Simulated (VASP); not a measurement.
# B3P (Pm-3m) in VASP: further runs

The runs below take B3P through relaxation of cell and atoms, single point, with PBE.

Program: VASP 6.6.1. These are calculated values, not measurements. Logs are shortened: lines on timing, memory, paths and dates and some standing lists are left out, and cuts for length are marked.

### 1 The cell of the first run

The structure is cubic, space group Pm-3m (No. 221). Conventional cell: a = 3.134 Å, b = 3.134 Å, c = 3.134 Å, α = 90.00°, β = 90.00°, γ = 90.00°. Within 2.9 Å of B (site symmetry 4/mmm) lie 8 B at 2.22 Å and 4 P at 2.22 Å. P (site symmetry m-3m) has 12 B at 2.22 Å within 2.9 Å.

### 2 Relaxation of cell and atoms, PBE

INCAR

```
SYSTEM = B3P
ALGO = Normal ; EDIFF = 1E-7
EDIFFG = -0.01 ; ENCUT = 500
GGA = PE ; GGA_COMPAT = .False.
IBRION = 2 ; ISIF = 3
ISMEAR = 0 ; LASPH = .True.
LCHARG = .False. ; LREAL = .False.
LWAVE = .False. ; NELM = 120
NELMIN = 4 ; NSW = 100
PREC = Accurate ; SIGMA = 0.1
```

KPOINTS

```
k-points
0
Gamma
  14 14 14
  0 0 0
```

POSCAR

```
B3P
1.0
    3.1339164287      0.0000000000      0.0000000000
    0.0000000000      3.1339164287      0.0000000000
    0.0000000000      0.0000000000      3.1339164287
B P
3 1
Direct
    0.0000000000      0.5000000000      0.5000000000
    0.5000000000      0.0000000000      0.5000000000
    0.5000000000      0.5000000000      0.0000000000
    0.0000000000      0.0000000000      0.0000000000
```

Potentials or basis: VASP PAW PBE potentials, release 64 (B, P).

Launch:

```
cat potpaw_PBE.64/B/POTCAR potpaw_PBE.64/P/POTCAR > POTCAR
mpirun -np 1 vasp_std > vasp.out
```

OUTCAR:

```text
SYSTEM = B3P
   EDIFF = 1E-7
   EDIFFG = -0.01
   ENCUT = 500
   GGA = PE
   IBRION = 2
   ISIF = 3
   ISMEAR = 0
   LASPH = .True.
   LREAL = .False.
   NELM = 120
   NELMIN = 4
   NSW = 100
   PREC = Accurate

 ion  position               nearest neighbor table
   1  0.000  0.500  0.500-   4 2.22   4 2.22   4 2.22   4 2.22
   2  0.500  0.000  0.500-   4 2.22   4 2.22   4 2.22   4 2.22
   3  0.500  0.500  0.000-   4 2.22   4 2.22   4 2.22   4 2.22
   4  0.000  0.000  0.000-   1 2.22   2 2.22   3 2.22   1 2.22   2 2.22   1 2.22   3 2.22   1 2.22
                             2 2.22   3 2.22   2 2.22   3 2.22

  LATTYP: Found a simple cubic cell.
 ALAT       =     3.1339164287

  Lattice vectors:

 A1 = (   3.1339164287,   0.0000000000,   0.0000000000)
 A2 = (   0.0000000000,   3.1339164287,   0.0000000000)
 A3 = (   0.0000000000,   0.0000000000,   3.1339164287)

Analysis of symmetry for initial positions (statically):
=====================================================================
 Subroutine PRICEL returns:
 Original cell was already a primitive cell.

 Routine SETGRP: Setting up the symmetry group for a
 simple cubic supercell.

 Subroutine GETGRP returns: Found 48 space group operations
 (whereof 48 operations were pure point group operations)
 out of a pool of 48 trial point group operations.

The static configuration has the point symmetry O_h .

Analysis of symmetry for dynamics (positions and initial velocities):
=====================================================================
 Subroutine PRICEL returns:
 Original cell was already a primitive cell.

 Routine SETGRP: Setting up the symmetry group for a
 simple cubic supercell.

 Subroutine GETGRP returns: Found 48 space group operations
 (whereof 48 operations were pure point group operations)
 out of a pool of 48 trial point group operations.

The dynamic configuration has the point symmetry O_h .

 Subroutine INISYM returns: Found 48 space group operations
 (whereof 48 operations are pure point group operations),
 and found     1 'primitive' translations

----------------------------------------------------------------------------------------

                                     Primitive cell

[... 158 lines left out ...]
  energy-cutoff  :      500.00
  volume of cell :       30.78
      direct lattice vectors                 reciprocal lattice vectors
     3.133916429  0.000000000  0.000000000     0.319089555  0.000000000  0.000000000
     0.000000000  3.133916429  0.000000000     0.000000000  0.319089555  0.000000000
     0.000000000  0.000000000  3.133916429     0.000000000  0.000000000  0.319089555

 POSITION                                       TOTAL-FORCE (eV/Angst)
 -----------------------------------------------------------------------------------
      0.00000      1.56696      1.56696         0.000000      0.000000      0.000000
      1.56696      0.00000      1.56696         0.000000      0.000000      0.000000
      1.56696      1.56696      0.00000         0.000000      0.000000      0.000000
      0.00000      0.00000      0.00000         0.000000      0.000000      0.000000
 -----------------------------------------------------------------------------------
    total drift:                                0.000000     -0.000000     -0.000000

  FREE ENERGIE OF THE ION-ELECTRON SYSTEM (eV)
  ---------------------------------------------------
  free  energy   TOTEN  =       -18.8517644005 eV

  energy  without entropy=      -18.8456378097  energy(sigma->0) =      -18.84870111

--------------------------------------- Ionic step        2  -------------------------------------------

 number of electron      14.0000003 magnetization

 Free energy of the ion-electron system (eV)
  ---------------------------------------------------
  ext. energy  EPLUGINS =         0.00000000
  ---------------------------------------------------
  free energy    TOTEN  =       -18.85205253 eV

  energy without entropy =      -18.84571611  energy(sigma->0) =      -18.84888432

 E-fermi :  10.9216     XC(G=0): -12.6035

 val. band max:       10.9184129270   @ k =   0.2143   0.1429   0.1429
 cond. band min:      10.9522269757   @ k =   0.4286   0.3571   0.0714
 fundamental gap:      0.0338140487
 Fermi energy:        10.9216462499

 k-point     1 :       0.0000    0.0000    0.0000
  band No.  band energies     occupation
      1      -7.7217      2.00000
      2       3.7467      2.00000
      3       3.7467      2.00000
      4       3.7467      2.00000
      5       7.5335      2.00000
      6       8.1009      2.00000
      7       8.1009      2.00000
      8      14.8828      0.00000
      9      14.8828      0.00000
     10      14.8828      0.00000
     11      15.5196      0.00000
[... 309 lines left out ...]
 k-point    24 :       0.3571    0.2143    0.0000
  band No.  band energies     occupation
      1      -5.5660      2.00000
      2      -1.4207      2.00000
      3       2.0894      2.00000
      4       5.8338      2.00000
      5       6.1365      2.00000
      6       9.7688      2.00000
      7      10.0558      2.00000
      8      12.7362      0.00000
      9      13.4907      0.00000
     10      13.7826      0.00000
     11      15.1667      0.00000

 [... further k-points ...]
[... 5 lines left out ...]
  --------------------------------------------------------------------------------------
  -------------------------------------------------------------------------------------
  Total       -0.0109849     -0.0109849     -0.0109849      0.0000000      0.0000000     -0.0000000
  in kB       -0.5690745     -0.5690745     -0.5690745      0.0000000      0.0000000     -0.0000000
  external PRESSURE =      -0.5690745 kB  Pullay stress =       0.0000000 kB

 VOLUME and BASIS-vectors are now :
 -----------------------------------------------------------------------------
  energy-cutoff  :      500.00
  volume of cell :       30.93
      direct lattice vectors                 reciprocal lattice vectors
     3.138913655  0.000000000  0.000000000     0.318581557 -0.000000000  0.000000000
     0.000000000  3.138913655  0.000000000    -0.000000000  0.318581557  0.000000000
    -0.000000000 -0.000000000  3.138913655     0.000000000 -0.000000000  0.318581557

 POSITION                                       TOTAL-FORCE (eV/Angst)
 -----------------------------------------------------------------------------------
     -0.00000      1.56946      1.56946        -0.000000     -0.000000      0.000000
      1.56946     -0.00000      1.56946        -0.000000     -0.000000      0.000000
      1.56946      1.56946      0.00000         0.000000      0.000000      0.000000
      0.00000      0.00000      0.00000         0.000000     -0.000000      0.000000
 -----------------------------------------------------------------------------------
    total drift:                                0.000000     -0.000000     -0.000000

  FREE ENERGIE OF THE ION-ELECTRON SYSTEM (eV)
  ---------------------------------------------------
  free  energy   TOTEN  =       -18.8520525333 eV

  energy  without entropy=      -18.8457161110  energy(sigma->0) =      -18.84888432

 reached required accuracy - stopping structural energy minimisation
```

OSZICAR:

```text
N       E                     dE             d eps       ncg     rms          rms(c)
DAV:   1     0.227526552812E+02    0.22753E+02   -0.65025E+03  2640   0.110E+03
DAV:   2    -0.170779351101E+02   -0.39831E+02   -0.36899E+02  3416   0.172E+02
DAV:   3    -0.189624893567E+02   -0.18846E+01   -0.17998E+01  3746   0.306E+01
[... 13 lines left out ...]
DAV:   2    -0.188520945513E+02    0.13547E-03   -0.28433E-04  3326   0.129E-01    0.568E-02
DAV:   3    -0.188520581433E+02    0.36408E-04   -0.79574E-05  3126   0.576E-02    0.164E-02
DAV:   4    -0.188520532536E+02    0.48898E-05   -0.60891E-06  3256   0.206E-02    0.488E-03
DAV:   5    -0.188520525959E+02    0.65761E-06   -0.50090E-07  3139   0.678E-03    0.263E-03
DAV:   6    -0.188520525333E+02    0.62671E-07   -0.11084E-08  1887   0.888E-04
   2 F= -.18852053E+02 E0= -.18848884E+02  d E =-.288133E-03
```

CONTCAR:

```text
B3P
   1.00000000000000
     3.1389136548195884    0.0000000000000000    0.0000000000000000
     0.0000000000000000    3.1389136548195884    0.0000000000000000
    -0.0000000000000000   -0.0000000000000000    3.1389136548195884
  B               P
     3     1
Direct
     0.0000000000000000    0.5000000000000000    0.5000000000000000
     0.5000000000000000    0.0000000000000000    0.5000000000000000
     0.5000000000000000    0.5000000000000000    0.0000000000000000
     0.0000000000000000    0.0000000000000000    0.0000000000000000

  0.00000000E+00  0.00000000E+00  0.00000000E+00
  0.00000000E+00  0.00000000E+00  0.00000000E+00
  0.00000000E+00  0.00000000E+00  0.00000000E+00
  0.00000000E+00  0.00000000E+00  0.00000000E+00
```

Run time: 25 s. Hardware: 1 thread of Intel Xeon Platinum 8559C (Emerald Rapids), shared host; peak memory 0.16 GiB.

Results:

```yaml
Free_energy: -18.8521 eV
Relaxed_volume: 7.73 Å³/atom
Relaxed_cell: a = 3.139 Å, b = 3.139 Å, c = 3.139 Å, α = 90.00°, β = 90.00°, γ = 90.00°
Space_group_after_relaxing_to_0.05_Å: Pm-3m (No. 221)
Energy_gained_by_relaxing: 0.1 meV/atom
Ionic_steps: 2
Pressure_after_relaxing: -0.1 GPa
Band_gap_on_the_k_mesh: zero (band 7 reaches 12.51 eV, above the bottom of band 8 at 4.22 eV)
```

The path:
| step | energy change (eV) | largest force (eV/Å) | pressure (GPa) | volume (Å³) |
| --- | --- | --- | --- | --- |
| 1 | 0.0000 | 0.0000 | 0.69 | 30.78 |
| 2 | -0.0003 | 0.0000 | -0.06 | 30.93 |

Final structure:
```xyz
4
Lattice="3.1389 0.0000 0.0000 0.0000 3.1389 0.0000 0.0000 0.0000 3.1389" Properties=species:S:1:pos:R:3 pbc="T T T"
B     0.0000    1.5695    1.5695
B     1.5695    0.0000    1.5695
B     1.5695    1.5695    0.0000
P     0.0000    0.0000    0.0000
```

(Part 1 of 2 ends here.)
